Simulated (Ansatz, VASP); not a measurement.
# TiN: VASP beside Ansatz

```
CELL_PARAMETERS angstrom
0.00000 2.20368 2.20368
2.20368 0.00000 2.20368
2.20368 2.20368 0.00000
ATOMIC_POSITIONS crystal
Ti 0.50000 0.50000 0.50000
N 0.00000 0.00000 0.00000
```

Alike in both runs: task single point; functional PBE; k mesh 8 × 8 × 8; occupations gaussian, width 0.1 eV; collinear spin.

|  | VASP | Ansatz |
| --- | --- | --- |
| version | VASP 6.6.1 | Ansatz 0.2.0 |
| potentials or method | VASP PAW PBE potentials, release 64 (Ti_sv, N), cutoff 520 eV | scalar-relativistic, plane waves, PAW |
| valence electrons in the cell | 17 | 17 |

```tsv
	VASP	Ansatz	Ansatz less VASP
gap on the k mesh at the Fermi level (eV)	none	none	-
pressure (GPa)	-23.8	-24.1	-0.34
net moment per atom (μB)	0.00	0.00	0.000
```

A gap of «none» marks a metal or a gap that the smearing closes. Ansatz's warnings: seeded moment not kept.
